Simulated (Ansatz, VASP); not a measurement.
## One calculation of KTaO3, two programs

```
K Ta O
1.0
     3.91454    0.00000    0.00000
     0.00000    3.91454    0.00000
     0.00000    0.00000    3.91454
K Ta O
1 1 3
Cartesian
  1.9573 1.9573 1.9573
  0.0000 0.0000 0.0000
  1.9573 0.0000 0.0000
  0.0000 1.9573 0.0000
  0.0000 0.0000 1.9573
```

Alike in both runs: task single point; functional PBE; k mesh 8 × 8 × 8; occupations gaussian, width 0.05 eV; no spin polarisation.

```csv
,VASP,Ansatz
version,VASP 6.6.1,Ansatz 0.2.0
potentials or method,"VASP PAW PBE potentials, release 64 (K_sv, Ta_pv, O), cutoff 520 eV","scalar-relativistic, plane waves, PAW"
valence electrons in the cell,38,40
```

```csv
,VASP,Ansatz,Ansatz less VASP
gap on the k mesh at the Fermi level (eV),2.30,2.35,+0.051
least direct gap on the mesh (eV),2.88,2.92,+0.036
pressure (GPa),19.7,18.8,-0.93
```

The functional is the same, so the differences come from potentials, cutoffs and numerics. VASP's potentials hold 38 valence electrons a cell and Ansatz's 40, so a difference there can come from the potentials and not from the codes.

Neither program's run includes spin-orbit coupling.
